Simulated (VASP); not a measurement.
# Zn3Ag (Pm-3m) in VASP: relaxation of cell and atoms with LDA

Aim: the relaxation of cell and atoms of Zn3Ag with LDA.

All numbers are computed with VASP 6.6.1; they aren't measurements. Logs are shortened: lines on timing, memory, paths and dates and some standing lists are left out, and cuts for length are marked.

## (1) The cell of the first run

Symmetry: Pm-3m, No. 221, cubic system. Conventional cell: a = 3.978 Å, b = 3.978 Å, c = 3.978 Å, α = 90.00°, β = 90.00°, γ = 90.00°. Within 3.7 Å of Zn (site symmetry 4/mmm) lie 8 Zn at 2.81 Å and 4 Ag at 2.81 Å. Within 3.7 Å of Ag (site symmetry m-3m) lie 12 Zn at 2.81 Å.

## (2) Relaxation of cell and atoms, LDA

Input file INCAR:

```
SYSTEM = Zn3Ag
ALGO = Normal ; EDIFF = 1E-7
EDIFFG = -0.01 ; ENCUT = 630
GGA = CA ; GGA_COMPAT = .False.
IBRION = 2 ; ISIF = 3
ISMEAR = 0 ; LASPH = .True.
LCHARG = .False. ; LREAL = .False.
LWAVE = .False. ; NELM = 120
NELMIN = 4 ; NSW = 60
PREC = Accurate ; SIGMA = 0.1
```

Input file KPOINTS:

```
k-points
0
Gamma
  6 6 6
  0 0 0
```

Input file POSCAR:

```
Zn3Ag
1.0
    3.9775000000      0.0000000000      0.0000000000
    0.0000000000      3.9775000000      0.0000000000
    0.0000000000      0.0000000000      3.9775000000
Zn Ag
3 1
Direct
    0.0000000000      0.0000000000      0.0000000000
    0.0000000000      0.5000000000      0.5000000000
    0.5000000000      0.0000000000      0.5000000000
    0.5000000000      0.5000000000      0.0000000000
```

Potentials or basis: VASP PAW LDA potentials, release 64 (Zn, Ag_sv_GW).

Launch:

```bash
cat potpaw_LDA.64/Zn/POTCAR potpaw_LDA.64/Ag_sv_GW/POTCAR > POTCAR
mpirun -np 1 vasp_std > vasp.out
```

OUTCAR:

```text
SYSTEM = Zn3Ag
   EDIFF = 1E-7
   EDIFFG = -0.01
   ENCUT = 630
   GGA = CA
   IBRION = 2
   ISIF = 3
   ISMEAR = 0
   LASPH = .True.
   LREAL = .False.
   NELM = 120
   NELMIN = 4
   NSW = 60
   PREC = Accurate

 ion  position               nearest neighbor table
   1  0.000  0.000  0.000-   2 2.81   3 2.81   4 2.81   2 2.81   3 2.81   2 2.81   4 2.81   2 2.81
                             3 2.81   4 2.81   3 2.81   4 2.81
   2  0.000  0.500  0.500-   1 2.81   3 2.81   4 2.81   1 2.81   4 2.81   1 2.81   3 2.81   1 2.81
                             3 2.81   4 2.81   4 2.81   3 2.81
   3  0.500  0.000  0.500-   1 2.81   2 2.81   4 2.81   1 2.81   4 2.81   2 2.81   4 2.81   4 2.81
                             1 2.81   2 2.81   1 2.81   2 2.81
   4  0.500  0.500  0.000-   1 2.81   2 2.81   3 2.81   2 2.81   3 2.81   1 2.81   3 2.81   3 2.81
                             1 2.81   2 2.81   2 2.81   1 2.81

  LATTYP: Found a simple cubic cell.
 ALAT       =     3.9775000000

  Lattice vectors:

 A1 = (   3.9775000000,   0.0000000000,   0.0000000000)
 A2 = (   0.0000000000,   3.9775000000,   0.0000000000)
 A3 = (   0.0000000000,   0.0000000000,   3.9775000000)

Analysis of symmetry for initial positions (statically):
=====================================================================
 Subroutine PRICEL returns:
 Original cell was already a primitive cell.

 Routine SETGRP: Setting up the symmetry group for a
 simple cubic supercell.

 Subroutine GETGRP returns: Found 48 space group operations
 (whereof 16 operations were pure point group operations)
 out of a pool of 48 trial point group operations.

The static configuration has the point symmetry D_4h.
 The point group associated with its full space group is O_h .

Analysis of symmetry for dynamics (positions and initial velocities):
=====================================================================
 Subroutine PRICEL returns:
 Original cell was already a primitive cell.

 Routine SETGRP: Setting up the symmetry group for a
 simple cubic supercell.

 Subroutine GETGRP returns: Found 48 space group operations
 (whereof 16 operations were pure point group operations)
 out of a pool of 48 trial point group operations.

The dynamic configuration has the point symmetry D_4h.
 The point group associated with its full space group is O_h .

 Subroutine INISYM returns: Found 48 space group operations
 (whereof 16 operations are pure point group operations),
 and found     1 'primitive' translations

----------------------------------------------------------------------------------------

                                     Primitive cell

  volume of cell :      62.9261

  direct lattice vectors                    reciprocal lattice vectors
     3.977500000  0.000000000  0.000000000     0.251414205  0.000000000  0.000000000
     0.000000000  3.977500000  0.000000000     0.000000000  0.251414205  0.000000000
     0.000000000  0.000000000  3.977500000     0.000000000  0.000000000  0.251414205

  length of vectors
     3.977500000  3.977500000  3.977500000     0.251414205  0.251414205  0.251414205

  position of ions in fractional coordinates (direct lattice)
     0.000000000  0.000000000  0.000000000
     0.000000000  0.500000000  0.500000000
     0.500000000  0.000000000  0.500000000
     0.500000000  0.500000000  0.000000000

  ion indices of the primitive-cell ions
   primitive index   ion index
                 1           1
                 2           2
                 3           3
                 4           4

----------------------------------------------------------------------------------------

 KPOINTS: k-points

Automatic generation of k-mesh.
 Grid dimensions read from file:
 generate k-points for:    6    6    6

 Generating k-lattice:

  Cartesian coordinates                     Fractional coordinates (reciprocal lattice)
     0.041902367  0.000000000  0.000000000     0.166666667  0.000000000  0.000000000
     0.000000000  0.041902367  0.000000000     0.000000000  0.166666667  0.000000000
     0.000000000  0.000000000  0.041902367     0.000000000  0.000000000  0.166666667

  Length of vectors
     0.041902367  0.041902367  0.041902367

  Shift w.r.t. Gamma in fractional coordinates (k-lattice)
     0.000000000  0.000000000  0.000000000

 Subroutine IBZKPT returns following result:
 ===========================================

 Found     20 irreducible k-points:

 Following reciprocal coordinates:
            Coordinates               Weight
  0.000000  0.000000  0.000000      1.000000
  0.166667  0.000000  0.000000      6.000000
  0.333333  0.000000  0.000000      6.000000
  0.500000  0.000000  0.000000      3.000000
  0.166667  0.166667  0.000000     12.000000
  0.333333  0.166667  0.000000     24.000000
[... 12 lines left out ...]
  0.500000  0.500000  0.333333      6.000000
  0.500000  0.500000  0.500000      1.000000
   k-points           NKPTS =     20   k-points in BZ     NKDIM =     20   number of bands    NBANDS=     33
   number of dos      NEDOS =    301   number of ions     NIONS =      4
   total plane-waves  NPLWV =  46656
   dimension x,y,z NGX =    36 NGY =   36 NGZ =   36
   dimension x,y,z NGXF=    72 NGYF=   72 NGZF=   72
   ions per type =               3   1
   NGX,Y,Z   is equivalent  to a cutoff of  15.05, 15.05, 15.05 a.u.
   NGXF,Y,Z  is equivalent  to a cutoff of  30.09, 30.09, 30.09 a.u.
 SYSTEM =  Zn3Ag
   PREC   = accura    normal or accurate (medium, high low for compatibility)
   ISTART =      0    job   : 0-new  1-cont  2-samecut
   ICHARG =      2    charge: 1-file 2-atom 10-const
   ISPIN  =      1    spin polarized calculation?
   LNONCOLLINEAR =      F non collinear calculations
   LSORBIT =      F    spin-orbit coupling
   LASPH  =      T    aspherical Exc in radial PAW
   ENCUT  =  630.0 eV  46.30 Ry    6.80 a.u.   8.14  8.14  8.14*2*pi/ulx,y,z
   NELM   =    120;   NELMIN=  4; NELMDL= -5     # of ELM steps
   EDIFF  = 0.1E-06   stopping-criterion for ELM
   LREAL  =      F    real-space projection
   EDIFFG = -.1E-01   stopping-criterion for IOM
   NSW    =     60    number of steps for IOM
   IBRION =      2    ionic relax: 0-MD 1-quasi-New 2-CG
   NFREE  =      1    steps in history (QN), initial steepest desc. (CG)
   ISIF   =      3    stress and relaxation
   ISYM   =      2    0-nonsym 1-usesym 2-fastsym
   POTIM  = 0.5000    time-step for ionic-motion
   TEBEG  =    0.0;   TEEND  =   0.0 temperature during run
   PSTRESS=    0.0 pullay stress
   NELECT =      55.0000    total number of electrons
   NUPDOWN=      -1.0000    fix difference up-down
   EMIN   =  10.00;   EMAX   =-10.00  energy-range for DOS
   EFERMI =   0.00;   METHOD = LEGACY
   ISMEAR =     0;   SIGMA  =   0.10  broadening in eV -4-tet -1-fermi 0-gaus
   EFERMI_NEDOS =   21; number of points for ismear=-14 and -15
   IALGO  =     38    algorithm
   IMIX   =      4    mixing-type and parameters
     AMIX     =   0.40;   BMIX     =  1.00
     AMIX_MAG =   1.60;   BMIX_MAG =  1.00
  volume/ion in A,a.u.               =      15.73       106.16
  Fermi-wavevector in a.u.,A,eV,Ry     =   1.565257  2.957906 33.334657  2.450028
  Thomas-Fermi vector in A             =   2.667759
   LORBIT       =      0    0 simple, 1 ext, 2 COOP (PROOUT), +10 PAW based schemes
   GGA     = CA    functional components
   LHFCALC =     F    Hartree Fock is set to
   AEXX    =    0.0000 exact exchange contribution
   IVDW    =     0    specifies the selected vdW correction
   LEPSILON=     F    determine dielectric tensor
   LRPA    =     F    only Hartree local field effects (RPA)
 conjugate gradient relaxation of ions
 non-spin polarized calculation
 Gauss-broadening in eV      SIGMA  =   0.10
  energy-cutoff  :      630.00
  volume of cell :       62.93
 maximum number of plane-waves:      2301
 NGX is ok and might be reduce to    36
   NGX = 17   NGY = 17   NGZ = 17

--------------------------------------- Ionic step        1  -------------------------------------------

 number of electron      55.0000034 magnetization

 Free energy of the ion-electron system (eV)
  ---------------------------------------------------
  ext. energy  EPLUGINS =         0.00000000
  ---------------------------------------------------
  free energy    TOTEN  =        -7.19925652 eV

  energy without entropy =       -7.18987824  energy(sigma->0) =       -7.19456738

------------------------ aborting loop because EDIFF is reached ----------------------------------------

  FORCE on cell =-STRESS in cart. coord.  units (eV):
  Direction    XX          YY          ZZ          XY          YZ          ZX
  --------------------------------------------------------------------------------------
  -------------------------------------------------------------------------------------
  Total       -3.8166796     -3.8166796     -3.8166796      0.0000000      0.0000000     -0.0000000
  in kB      -97.1774996    -97.1774996    -97.1774996      0.0000000      0.0000000     -0.0000000
  external PRESSURE =     -97.1774996 kB  Pullay stress =       0.0000000 kB
[... 137 lines left out ...]
  energy  without entropy=       -7.4208510128  energy(sigma->0) =       -7.42418383

--------------------------------------- Ionic step        5  -------------------------------------------

 number of electron      54.9999993 magnetization

 Free energy of the ion-electron system (eV)
  ---------------------------------------------------
  ext. energy  EPLUGINS =         0.00000000
  ---------------------------------------------------
  free energy    TOTEN  =        -7.42755837 eV

  energy without entropy =       -7.42074417  energy(sigma->0) =       -7.42415127

 E-fermi :   5.2654     XC(G=0): -12.8209

 val. band max:        5.1679201128   @ k =   0.3333   0.3333   0.1667
 cond. band min:       5.2994486016   @ k =   0.5000   0.3333   0.3333
 fundamental gap:      0.1315284888
 Fermi energy:         5.2653801246

 k-point     1 :       0.0000    0.0000    0.0000
  band No.  band energies     occupation
      1     -87.4791      2.00000
      2     -51.2326      2.00000
      3     -51.2326      2.00000
      4     -51.2326      2.00000
      5      -5.6798      2.00000
      6      -3.6116      2.00000
[... 740 lines left out ...]
  FREE ENERGIE OF THE ION-ELECTRON SYSTEM (eV)
  ---------------------------------------------------
  free  energy   TOTEN  =        -7.4275583749 eV

  energy  without entropy=       -7.4207441736  energy(sigma->0) =       -7.42415127

 reached required accuracy - stopping structural energy minimisation
```

It took 3 min on 1 thread of Intel Xeon Platinum 8259CL at 2.50GHz (Skylake/Cascade Lake), shared host; peak memory 0.21 GiB.

Results:

| Property | Result |
| --- | --- |
| Free energy | -7.4276 eV |
| Relaxed volume | 14.02 Å³/atom |
| Relaxed cell | a = 3.827 Å, b = 3.827 Å, c = 3.827 Å, α = 90.00°, β = 90.00°, γ = 90.00° |
| Space group after relaxing (to 0.1 Å) | Pm-3m (No. 221) |
| Energy gained by relaxing | 57.1 meV/atom |
| Ionic steps | 5 |
| Pressure after relaxing | 0.0 GPa |
| Band gap on the k mesh | zero (an odd number of electrons rules out a gap without spin polarisation) |

Step by step:
```
step  energy change (eV)  largest force (eV/Å)  pressure (GPa)  volume (Å³)
   1              0.0000                0.0000           -9.72        62.93
   2             -0.2148                0.0000            3.14        54.63
   3             -0.2283                0.0000           -0.12        56.11
   4             -0.2283                0.0000            0.12        55.98
   5             -0.2283                0.0000            0.04        56.06
```

Final structure:
```cif
data_structure
_symmetry_space_group_name_H-M 'P 1'
_symmetry_Int_Tables_number 1
_cell_length_a 3.8273
_cell_length_b 3.8273
_cell_length_c 3.8273
_cell_angle_alpha 90.000
_cell_angle_beta 90.000
_cell_angle_gamma 90.000
_cell_volume 56.06
loop_
_atom_site_label
_atom_site_type_symbol
_atom_site_fract_x
_atom_site_fract_y
_atom_site_fract_z
_atom_site_occupancy
Zn1 Zn 0.00000 0.00000 0.00000 1
Zn2 Zn 0.00000 0.50000 0.50000 1
Zn3 Zn 0.50000 0.00000 0.50000 1
Ag1 Ag 0.50000 0.50000 0.00000 1
```

The gap in the log of VASP goes by the Fermi energy; the results here count the filled bands.